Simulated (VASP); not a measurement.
A run of VASP 6.6.1 is set up as follows.

Contents of INCAR:

```
SYSTEM = Li
PREC = Accurate
ENCUT = 520
EDIFF = 1E-7
ISMEAR = -1
SIGMA = 0.1
LREAL = .False.
LASPH = .True.
NELM = 60
ALGO = Normal
ISIF = 2
LWAVE = .False.
LCHARG = .False.
GGA = RP
NBANDS = 8
```

KPOINTS

```
Automatic mesh
0
Gamma
  14 14 14
  0 0 0
```

The input POSCAR:

```
Li
1.0
    0.0000000000      2.2200048176      2.2200048176
    2.2200048176      0.0000000000      2.2200048176
    2.2200048176      2.2200048176      0.0000000000
Li
1
Direct
    0.0000000000      0.0000000000      0.0000000000
```

Potentials or basis: VASP PAW PBE potentials, release 64 (Li_sv).

Run with:

```sh
$ cat potpaw_PBE.64/Li_sv/POTCAR > POTCAR
$ mpirun -np 1 vasp_std > vasp.out
```

Q: What does it give for the band gap on the k mesh?

A: Zero (an odd number of electrons rules out a gap without spin polarisation).
